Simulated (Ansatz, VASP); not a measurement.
# GaN in VASP and in Ansatz

The input POSCAR:

```
GaN
1.0
    0.0000000000      2.2535006075      2.2535006075
    2.2535006075      0.0000000000      2.2535006075
    2.2535006075      2.2535006075      0.0000000000
Ga N
1 1
Direct
    0.0000000000      0.0000000000      0.0000000000
    0.2500000000      0.2500000000      0.2500000000
```

Contents of INCAR.step1:

```
PREC = Accurate
ENCUT = 520
EDIFF = 1E-5
ISMEAR = -1
SIGMA = 0.05
LREAL = F
LASPH = T
NELM = 80
ALGO = Normal
ISIF = 2
LWAVE = T
LCHARG = F
GGA = PE
NBANDS = 16
```

File INCAR.step2:

```
PREC = Accurate
ENCUT = 520
EDIFF = 1E-6
ISMEAR = -1
SIGMA = 0.05
LREAL = F
LASPH = T
NELM = 80
ALGO = Normal
ISIF = 2
LWAVE = F
LCHARG = F
GGA = PE
LHFCALC = T
AEXX = 0.25
PRECFOCK = Normal
ISTART = 1
NBANDS = 16
```

KPOINTS

```
regular mesh
0
Gamma
  6 6 6
```

The input input.yaml:

```yaml
crystal:
  lattice:
    - [0.0, 2.2535006075, 2.2535006075]
    - [2.2535006075, 0.0, 2.2535006075]
    - [2.2535006075, 2.2535006075, 0.0]
  atoms:
    - { symbol: Ga, position: [0.0, 0.0, 0.0] }
    - { symbol: "N", position: [0.25, 0.25, 0.25] }
kpoints:
  mp_grid: { grid: [6, 6, 6] }
scf:
  occupations: { method: fermi_dirac, width: 0.05 }
hamiltonian:
  xc: pbe0
  pseudopotentials: { kind: all_electron, datasets: crystal }
output:
  forces: true
  stress: true
```

Alike in both runs: task single point; functional PBE0; k mesh 6 × 6 × 6; occupations fermi-dirac, width 0.05 eV; no spin polarisation.

|  | VASP | Ansatz |
| --- | --- | --- |
| version | VASP 6.6.1 | Ansatz 0.2.0 |
| potentials or method | VASP PAW PBE potentials, release 64 (Ga_d, N), cutoff 520 eV | all-electron PAW datasets made for the crystal |

VASP gave:

```
gap on the k mesh at the Fermi level (eV) : 3.70
least direct gap on the mesh (eV)         : 3.70
pressure (GPa)                            : -1.4
```

What did Ansatz give for the same quantities?

gap on the k mesh at the Fermi level (eV): 3.67; least direct gap on the mesh (eV): 3.67; pressure (GPa): -1.4.

Ansatz ran all-electron here, and VASP with PAW potentials.
